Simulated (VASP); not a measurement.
A run of VASP 6.6.1:

The input INCAR:

```
PREC = Accurate
ENCUT = 520
EDIFF = 1E-6
ISMEAR = 0
SIGMA = 0.05
LREAL = False
LASPH = True
NELM = 60
ALGO = Normal
ISIF = 2
LWAVE = False
LCHARG = True
GGA = PS
LELF = True
LVHAR = True
NBANDS = 16
```

The input KPOINTS:

```
Automatic mesh
0
Gamma
  9 9 6
```

The input POSCAR:

```
AlN
1.0
    3.2421000000      0.0000000000      0.0000000000
   -1.6210500000      2.8077409616      0.0000000000
    0.0000000000      0.0000000000      4.1826000000
Al N
2 2
Direct
    0.3333333333      0.6666666667      0.7500000000
    0.6666666667      0.3333333333      0.2500000000
    0.3333333333      0.6666666667      0.2500000000
    0.6666666667      0.3333333333      0.7500000000
```

Potentials or basis: VASP PAW PBE potentials, release 64 (Al, N).

Launch:

```console
$ cat potpaw_PBE.64/Al/POTCAR potpaw_PBE.64/N/POTCAR > POTCAR
$ mpirun -np 1 vasp_std > vasp.out
```

Hardware: 1 thread of Intel Xeon 6975P-C, on a shared host.

Q: How long does it take, and how much memory?

A: Run time: 15 s on 1 thread of Intel Xeon 6975P-C (shared host), peak memory 0.16 GiB. Counts: scf iterations 13, k points 48.
